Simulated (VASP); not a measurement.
# KBr (Fm-3m) in VASP: notebook

KBr is run at these levels: PBE; tasks: single point.

All numbers are computed with VASP 6.6.1; they aren't measurements. Logs are shortened: lines on timing, memory, paths and dates and some standing lists are left out, and cuts for length are marked.

## Step 1: The cell of the first run

Symmetry: Fm-3m, No. 225, cubic system. The conventional cell has a = 6.701 Å, b = 6.701 Å, c = 6.701 Å, α = 90.00°, β = 90.00°, γ = 90.00°. K (site symmetry m-3m) has 6 Br at 3.35 Å within 4.4 Å. Within 4.4 Å of Br (site symmetry m-3m) lie 6 K at 3.35 Å.

## Step 2: Single point, PBE

The input, INCAR:

```
PREC = Accurate
ENCUT = 520
EDIFF = 1E-7
ISMEAR = 0
SIGMA = 0.02
LREAL = False
LASPH = True
NELM = 80
ALGO = Normal
ISIF = 2
LWAVE = False
LCHARG = False
GGA = PE
NBANDS = 15
```

The input, KPOINTS:

```
regular mesh
0
Gamma
  6 6 6
```

The input, POSCAR:

```
KBr
1.0
    0.0000000000      3.3504481918      3.3504481918
    3.3504481918      0.0000000000      3.3504481918
    3.3504481918      3.3504481918      0.0000000000
K Br
1 1
Direct
    0.0000000000      0.0000000000      0.0000000000
    0.5000000000      0.5000000000      0.5000000000
```

Potentials or basis: VASP PAW PBE potentials, release 64 (K_sv, Br).

Command:

```bash
cat potpaw_PBE.64/K_sv/POTCAR potpaw_PBE.64/Br/POTCAR > POTCAR
mpirun -np 1 vasp_std > vasp.out
```

OUTCAR:

```text
PREC = Accurate
   ENCUT = 520
   EDIFF = 1E-7
   ISMEAR = 0
   LREAL = False
   LASPH = True
   NELM = 80
   ISIF = 2
   GGA = PE

 ion  position               nearest neighbor table
   1  0.000  0.000  0.000-
   2  0.500  0.500  0.500-

  LATTYP: Found a face centered cubic cell.
 ALAT       =     6.7008963836

  Lattice vectors:

 A1 = (   0.0000000000,   3.3504481918,   3.3504481918)
 A2 = (   3.3504481918,   0.0000000000,   3.3504481918)
 A3 = (   3.3504481918,   3.3504481918,   0.0000000000)

Analysis of symmetry for initial positions (statically):
=====================================================================
 Subroutine PRICEL returns:
 Original cell was already a primitive cell.

 Routine SETGRP: Setting up the symmetry group for a
 face centered cubic supercell.

 Subroutine GETGRP returns: Found 48 space group operations
 (whereof 48 operations were pure point group operations)
 out of a pool of 48 trial point group operations.

The static configuration has the point symmetry O_h .

Analysis of symmetry for dynamics (positions and initial velocities):
=====================================================================
 Subroutine PRICEL returns:
 Original cell was already a primitive cell.

 Routine SETGRP: Setting up the symmetry group for a
 face centered cubic supercell.

 Subroutine GETGRP returns: Found 48 space group operations
 (whereof 48 operations were pure point group operations)
 out of a pool of 48 trial point group operations.

The dynamic configuration has the point symmetry O_h .

 Subroutine INISYM returns: Found 48 space group operations
 (whereof 48 operations are pure point group operations),
 and found     1 'primitive' translations

----------------------------------------------------------------------------------------

                                     Primitive cell

  volume of cell :      75.2209

  direct lattice vectors                    reciprocal lattice vectors
     0.000000000  3.350448192  3.350448192    -0.149233766  0.149233766  0.149233766
     3.350448192  0.000000000  3.350448192     0.149233766 -0.149233766  0.149233766
     3.350448192  3.350448192  0.000000000     0.149233766  0.149233766 -0.149233766

  length of vectors
     4.738249273  4.738249273  4.738249273     0.258480464  0.258480464  0.258480464

[... 78 lines left out ...]
   ISYM   =      2    0-nonsym 1-usesym 2-fastsym
   POTIM  = 0.5000    time-step for ionic-motion
   TEBEG  =    0.0;   TEEND  =   0.0 temperature during run
   PSTRESS=    0.0 pullay stress
   NELECT =      16.0000    total number of electrons
   NUPDOWN=      -1.0000    fix difference up-down
   EMIN   =  10.00;   EMAX   =-10.00  energy-range for DOS
   EFERMI =   0.00;   METHOD = LEGACY
   ISMEAR =     0;   SIGMA  =   0.02  broadening in eV -4-tet -1-fermi 0-gaus
   EFERMI_NEDOS =   21; number of points for ismear=-14 and -15
   IALGO  =     38    algorithm
   IMIX   =      4    mixing-type and parameters
     AMIX     =   0.40;   BMIX     =  1.00
     AMIX_MAG =   1.60;   BMIX_MAG =  1.00
  volume/ion in A,a.u.               =      37.61       253.81
  Fermi-wavevector in a.u.,A,eV,Ry     =   0.977242  1.846719 12.993578  0.955001
  Thomas-Fermi vector in A             =   2.107924
   LORBIT       =      0    0 simple, 1 ext, 2 COOP (PROOUT), +10 PAW based schemes
   GGA     = PE    functional components
   LHFCALC =     F    Hartree Fock is set to
   AEXX    =    0.0000 exact exchange contribution
   IVDW    =     0    specifies the selected vdW correction
   LEPSILON=     F    determine dielectric tensor
   LRPA    =     F    only Hartree local field effects (RPA)
 non-spin polarized calculation
 Gauss-broadening in eV      SIGMA  =   0.02
  energy-cutoff  :      520.00
  volume of cell :       75.22
 maximum number of plane-waves:      2085
   NGX = 17   NGY = 17   NGZ = 17

 number of electron      16.0000000 magnetization

 Free energy of the ion-electron system (eV)
  ---------------------------------------------------
  ext. energy  EPLUGINS =         0.00000000
  ---------------------------------------------------
  free energy    TOTEN  =        -6.22355961 eV

  energy without entropy =       -6.22355961  energy(sigma->0) =       -6.22355961

 E-fermi :  -1.7978     XC(G=0):  -7.1905

 val. band max:       -1.9148451168   @ k =   0.0000   0.0000   0.0000
 cond. band min:       2.4000828709   @ k =   0.0000   0.0000   0.0000
 fundamental gap:      4.3149279877
 Fermi energy:        -1.7977936088

 k-point     1 :       0.0000    0.0000    0.0000
  band No.  band energies     occupation
      1     -29.7960      2.00000
      2     -14.1540      2.00000
      3     -13.2698      2.00000
      4     -13.2698      2.00000
      5     -13.2698      2.00000
      6      -1.9148      2.00000
      7      -1.9148      2.00000
      8      -1.9148      2.00000
      9       2.4001      0.00000
     10       5.6757      0.00000
     11       5.6757      0.00000
     12       5.6757      0.00000
     13       6.4709      0.00000
     14       6.4709      0.00000
[... 257 lines left out ...]
      2     -14.1379      2.00000
      3     -13.3329      2.00000
      4     -13.3105      2.00000
      5     -13.2081      2.00000
      6      -2.5796      2.00000
      7      -2.3526      2.00000
      8      -2.3352      2.00000
      9       4.6787      0.00000
     10       5.8216      0.00000
     11       6.2604      0.00000
     12       7.1486      0.00000
     13       7.9520      0.00000
     14       8.7234      0.00000
     15       9.1766      0.00000

------------------------ aborting loop because EDIFF is reached ----------------------------------------

  FORCE on cell =-STRESS in cart. coord.  units (eV):
  Direction    XX          YY          ZZ          XY          YZ          ZX
  --------------------------------------------------------------------------------------
  -------------------------------------------------------------------------------------
  Total        0.0259356      0.0259356      0.0259356      0.0000000     -0.0000000      0.0000000
  in kB        0.5524186      0.5524186      0.5524186      0.0000000     -0.0000000      0.0000000
  external PRESSURE =       0.5524186 kB  Pullay stress =       0.0000000 kB

 VOLUME and BASIS-vectors are now :
 -----------------------------------------------------------------------------
  energy-cutoff  :      520.00
  volume of cell :       75.22
      direct lattice vectors                 reciprocal lattice vectors
     0.000000000  3.350448192  3.350448192    -0.149233766  0.149233766  0.149233766
     3.350448192  0.000000000  3.350448192     0.149233766 -0.149233766  0.149233766
     3.350448192  3.350448192  0.000000000     0.149233766  0.149233766 -0.149233766

 POSITION                                       TOTAL-FORCE (eV/Angst)
 -----------------------------------------------------------------------------------
      0.00000      0.00000      0.00000        -0.000000     -0.000000     -0.000000
      3.35045      3.35045      3.35045         0.000000      0.000000      0.000000
 -----------------------------------------------------------------------------------
    total drift:                                0.000000      0.000000      0.000000

  FREE ENERGIE OF THE ION-ELECTRON SYSTEM (eV)
  ---------------------------------------------------
  free  energy   TOTEN  =        -6.2235596099 eV

  energy  without entropy=       -6.2235596099  energy(sigma->0) =       -6.22355961
```

Run time: 17 s. Hardware: 1 thread of Intel Xeon 6975P-C (Granite Rapids), shared host; peak memory 0.2 GiB.

Results:

| Property | Result |
| --- | --- |
| Free energy | -6.2236 eV |
| Pressure | 0.1 GPa |
| Band gap on the k mesh | 4.31 eV, direct |

Levels at points of the mesh, in eV from the valence-band top:
```csv
k point,band 4,band 5,band 6,band 7,band 8,band 9,band 10,band 11,band 12,band 13
"(0.00, 0.00, 0.00)",-11.36,-11.36,0.00,0.00,0.00,4.31,7.59,7.59,7.59,8.39
"(0.50, 0.00, 0.00)",-11.36,-11.13,-1.09,-0.30,-0.30,6.49,8.06,9.64,9.64,9.93
"(0.50, 0.50, 0.00)",-11.38,-11.38,-0.77,-0.27,-0.27,5.91,7.03,9.26,9.29,9.51
```

Expect the measured gap to be larger: semilocal functionals such as PBE lack the derivative discontinuity.

## Step 3: Single point, PBE (volume scaled by 1.06)

The input, INCAR:

```
SYSTEM = KBr
ALGO     = Normal         ! electronic algorithm
EDIFF    = 1E-6           ! SCF threshold, eV
ENCUT    = 520            ! plane-wave cutoff, eV
GGA      = PE             ! functional
ISIF     = 2              ! what is computed and relaxed
ISMEAR   = 0              ! smearing method
LASPH    = .True.         ! aspherical terms in the spheres
LCHARG   = .True.         ! write CHGCAR
LELF     = .True.         ! ELF
LREAL    = .False.        ! projectors in reciprocal space
LVHAR    = .True.       
LWAVE    = .False.        ! write WAVECAR
NBANDS   = 15             ! bands
NELM     = 80             ! most SCF steps
PREC     = Accurate       ! precision mode
SIGMA    = 0.02           ! smearing width, eV
```

The input, KPOINTS:

```
k-points
0
Gamma
  6 6 6
  0 0 0
```

The input, POSCAR:

```
KBr
1.0
    0.0000000000      3.4161599372      3.4161599372
    3.4161599372      0.0000000000      3.4161599372
    3.4161599372      3.4161599372      0.0000000000
K Br
1 1
Direct
    0.0000000000      0.0000000000      0.0000000000
    0.5000000000      0.5000000000      0.5000000000
```

Potentials or basis: VASP PAW PBE potentials, release 64 (K_sv, Br).

Command:

```bash
cat potpaw_PBE.64/K_sv/POTCAR potpaw_PBE.64/Br/POTCAR > POTCAR
mpirun -np 1 vasp_std > vasp.out
```

OUTCAR:

```text
SYSTEM = KBr
   EDIFF = 1E-6
   ENCUT = 520
   GGA = PE
   ISIF = 2
   ISMEAR = 0
   LASPH = .True.
   LREAL = .False.
   NELM = 80
   PREC = Accurate

 ion  position               nearest neighbor table
   1  0.000  0.000  0.000-
   2  0.500  0.500  0.500-

  LATTYP: Found a face centered cubic cell.
 ALAT       =     6.8323198744

  Lattice vectors:

 A1 = (   0.0000000000,   3.4161599372,   3.4161599372)
 A2 = (   3.4161599372,   0.0000000000,   3.4161599372)
 A3 = (   3.4161599372,   3.4161599372,   0.0000000000)

Analysis of symmetry for initial positions (statically):
=====================================================================
 Subroutine PRICEL returns:
 Original cell was already a primitive cell.

 Routine SETGRP: Setting up the symmetry group for a
 face centered cubic supercell.

 Subroutine GETGRP returns: Found 48 space group operations
 (whereof 48 operations were pure point group operations)
 out of a pool of 48 trial point group operations.

The static configuration has the point symmetry O_h .

Analysis of symmetry for dynamics (positions and initial velocities):
=====================================================================
 Subroutine PRICEL returns:
 Original cell was already a primitive cell.

 Routine SETGRP: Setting up the symmetry group for a
 face centered cubic supercell.

 Subroutine GETGRP returns: Found 48 space group operations
 (whereof 48 operations were pure point group operations)
 out of a pool of 48 trial point group operations.

The dynamic configuration has the point symmetry O_h .

 Subroutine INISYM returns: Found 48 space group operations
 (whereof 48 operations are pure point group operations),
 and found     1 'primitive' translations

----------------------------------------------------------------------------------------

                                     Primitive cell

[... 108 lines left out ...]
   AEXX    =    0.0000 exact exchange contribution
   IVDW    =     0    specifies the selected vdW correction
   LEPSILON=     F    determine dielectric tensor
   LRPA    =     F    only Hartree local field effects (RPA)
 non-spin polarized calculation
 Gauss-broadening in eV      SIGMA  =   0.02
  energy-cutoff  :      520.00
  volume of cell :       79.73
 maximum number of plane-waves:      2168
   NGX = 17   NGY = 17   NGZ = 17

 number of electron      16.0000002 magnetization

 Free energy of the ion-electron system (eV)
  ---------------------------------------------------
  ext. energy  EPLUGINS =         0.00000000
  ---------------------------------------------------
  free energy    TOTEN  =        -6.21513182 eV

  energy without entropy =       -6.21513182  energy(sigma->0) =       -6.21513182

 E-fermi :  -1.9233     XC(G=0):  -6.9656

 val. band max:       -2.1198139690   @ k =   0.0000   0.0000   0.0000
 cond. band min:       2.0515098020   @ k =   0.0000   0.0000   0.0000
 fundamental gap:      4.1713237709
 Fermi energy:        -1.9233493691

 k-point     1 :       0.0000    0.0000    0.0000
  band No.  band energies     occupation
      1     -30.1375      2.00000
      2     -14.2980      2.00000
      3     -13.6068      2.00000
      4     -13.6068      2.00000
      5     -13.6068      2.00000
      6      -2.1198      2.00000
      7      -2.1198      2.00000
      8      -2.1198      2.00000
      9       2.0515      0.00000
     10       5.4420      0.00000
     11       5.4420      0.00000
     12       5.4420      0.00000
     13       6.2029      0.00000
     14       6.2029      0.00000
[... 257 lines left out ...]
      2     -14.2924      2.00000
      3     -13.6560      2.00000
      4     -13.6387      2.00000
      5     -13.5471      2.00000
      6      -2.7314      2.00000
      7      -2.5126      2.00000
      8      -2.5057      2.00000
      9       4.4600      0.00000
     10       5.3802      0.00000
     11       5.8938      0.00000
     12       6.7156      0.00000
     13       7.5785      0.00000
     14       8.3158      0.00000
     15       8.6852      0.00000

------------------------ aborting loop because EDIFF is reached ----------------------------------------

  FORCE on cell =-STRESS in cart. coord.  units (eV):
  Direction    XX          YY          ZZ          XY          YZ          ZX
  --------------------------------------------------------------------------------------
  -------------------------------------------------------------------------------------
  Total       -0.3193274     -0.3193274     -0.3193274      0.0000000     -0.0000000      0.0000000
  in kB       -6.4165593     -6.4165593     -6.4165593      0.0000000     -0.0000000      0.0000000
  external PRESSURE =      -6.4165593 kB  Pullay stress =       0.0000000 kB

 VOLUME and BASIS-vectors are now :
 -----------------------------------------------------------------------------
  energy-cutoff  :      520.00
  volume of cell :       79.73
      direct lattice vectors                 reciprocal lattice vectors
     0.000000000  3.416159937  3.416159937    -0.146363171  0.146363171  0.146363171
     3.416159937  0.000000000  3.416159937     0.146363171 -0.146363171  0.146363171
     3.416159937  3.416159937  0.000000000     0.146363171  0.146363171 -0.146363171

 POSITION                                       TOTAL-FORCE (eV/Angst)
 -----------------------------------------------------------------------------------
      0.00000      0.00000      0.00000         0.000000     -0.000000      0.000000
      3.41616      3.41616      3.41616        -0.000000      0.000000     -0.000000
 -----------------------------------------------------------------------------------
    total drift:                                0.000000      0.000000      0.000000

  FREE ENERGIE OF THE ION-ELECTRON SYSTEM (eV)
  ---------------------------------------------------
  free  energy   TOTEN  =        -6.2151318166 eV

  energy  without entropy=       -6.2151318166  energy(sigma->0) =       -6.21513182
```

OSZICAR:

```text
N       E                     dE             d eps       ncg     rms          rms(c)
DAV:   1     0.976804996670E+02    0.97680E+02   -0.67080E+03   480   0.925E+02
DAV:   2     0.242519706817E-01   -0.97656E+02   -0.91320E+02   648   0.223E+02
DAV:   3    -0.613107618386E+01   -0.61553E+01   -0.61264E+01   634   0.495E+01
DAV:   4    -0.641400736119E+01   -0.28293E+00   -0.28281E+00   773   0.892E+00
DAV:   5    -0.641593568565E+01   -0.19283E-02   -0.19283E-02   655   0.893E-01    0.266E+00
DAV:   6    -0.621853616802E+01    0.19740E+00   -0.24746E-01   606   0.226E+00    0.191E+00
DAV:   7    -0.620337451500E+01    0.15162E-01   -0.11614E-01   634   0.176E+00    0.929E-01
DAV:   8    -0.621390379614E+01   -0.10529E-01   -0.14773E-02   578   0.823E-01    0.118E-01
DAV:   9    -0.621479273250E+01   -0.88894E-03   -0.99471E-04   655   0.193E-01    0.820E-02
DAV:  10    -0.621511714851E+01   -0.32442E-03   -0.33877E-04   515   0.111E-01    0.135E-02
DAV:  11    -0.621512851802E+01   -0.11370E-04   -0.24620E-05   674   0.266E-02    0.459E-03
DAV:  12    -0.621513158046E+01   -0.30624E-05   -0.42851E-06   528   0.142E-02    0.290E-03
DAV:  13    -0.621513181664E+01   -0.23618E-06   -0.34020E-07   527   0.323E-03
   1 F= -.62151318E+01 E0= -.62151318E+01  d E =-.193844E-45
```

stdout:

```text
POSCAR found type information on POSCAR K Br
 POSCAR found :  2 types and       2 ions
 scaLAPACK will be used
 LDA part: xc-table for (Slater+PW92), standard interpolation
 POSCAR, INCAR and KPOINTS ok, starting setup
 FFT: planning ... GRIDC
 FFT: planning ... GRID_SOFT
 FFT: planning ... GRID
 WAVECAR not read
 entering main loop
```

Wall time 13 s (1 thread of Intel Xeon 6975P-C (Granite Rapids), shared host); peak memory 0.21 GiB.

Results:

| Item | Value |
| --- | --- |
| Free energy | -6.2151 eV |
| Pressure | -0.6 GPa |
| Band gap on the k mesh | 4.17 eV, direct |

Levels at points of the mesh, in eV from the valence-band top:
| k point | band 4 | band 5 | band 6 | band 7 | band 8 | band 9 | band 10 | band 11 | band 12 | band 13 |
| --- | --- | --- | --- | --- | --- | --- | --- | --- | --- | --- |
| (0.00, 0.00, 0.00) | -11.49 | -11.49 | 0.00 | 0.00 | 0.00 | 4.17 | 7.56 | 7.56 | 7.56 | 8.32 |
| (0.50, 0.00, 0.00) | -11.49 | -11.27 | -0.99 | -0.26 | -0.26 | 6.36 | 7.83 | 9.47 | 9.47 | 9.74 |
| (0.50, 0.50, 0.00) | -11.51 | -11.51 | -0.71 | -0.25 | -0.25 | 5.95 | 6.82 | 8.95 | 9.18 | 9.29 |

## Step 4: Single point, PBE (volume scaled by 1.10)

The input, INCAR:

```
PREC = Accurate ; ENCUT = 520
EDIFF = 1E-7 ; ISMEAR = 0
SIGMA = 0.02 ; LREAL = False
LASPH = True ; NELM = 60
ALGO = Normal ; ISIF = 2
LWAVE = False ; LCHARG = False
GGA = PE ; NBANDS = 15
```

The input, KPOINTS:

```
Automatic mesh
0
Gamma
  6 6 6
```

The input, POSCAR:

```
KBr
1.0
    0.0000000000      3.4586010462      3.4586010462
    3.4586010462      0.0000000000      3.4586010462
    3.4586010462      3.4586010462      0.0000000000
K Br
1 1
Direct
    0.0000000000      0.0000000000      0.0000000000
    0.5000000000      0.5000000000      0.5000000000
```

Command:

```bash
cat potpaw_PBE.64/K_sv/POTCAR potpaw_PBE.64/Br/POTCAR > POTCAR
mpirun -np 1 vasp_std > vasp.out
```

Wall time 14 s (1 thread of Intel Xeon 6975P-C (Granite Rapids), shared host); peak memory 0.2 GiB.

The run converged. Its results:

```yaml
Free_energy: -6.1999 eV
Pressure: -1.0 GPa
Band_gap_on_the_k_mesh: 4.09 eV, direct
```

Levels at points of the mesh, in eV from the valence-band top:
| k point | band 5 | band 6 | band 7 | band 8 | band 9 | band 10 | band 11 | band 12 |
| --- | --- | --- | --- | --- | --- | --- | --- | --- |
| (0.00, 0.00, 0.00) | -11.58 | 0.00 | 0.00 | 0.00 | 4.09 | 7.54 | 7.54 | 7.54 |
| (0.50, 0.00, 0.00) | -11.37 | -0.93 | -0.24 | -0.24 | 6.28 | 7.68 | 9.36 | 9.36 |
| (0.50, 0.50, 0.00) | -11.60 | -0.67 | -0.24 | -0.24 | 5.97 | 6.69 | 8.75 | 9.10 |

## Step 5: Overview

```tsv
cell	gap on the mesh (eV)	pressure (GPa)
a = 4.738 Å, angles 60.0°, 2 atoms	4.31	0.1
a = 4.831 Å, angles 60.0°, 2 atoms	4.17	-0.6
a = 4.891 Å, angles 60.0°, 2 atoms	4.09	-1.0
```

Alike in all rows: task single point; level PBE; potentials or basis VASP PAW PBE potentials, release 64 (K_sv, Br); no spin polarisation; k mesh 6 × 6 × 6; cutoff (eV) 520; smearing gaussian 0.02 eV.

Total energies depend on the potentials used, so only differences within one code and one set of settings carry meaning.
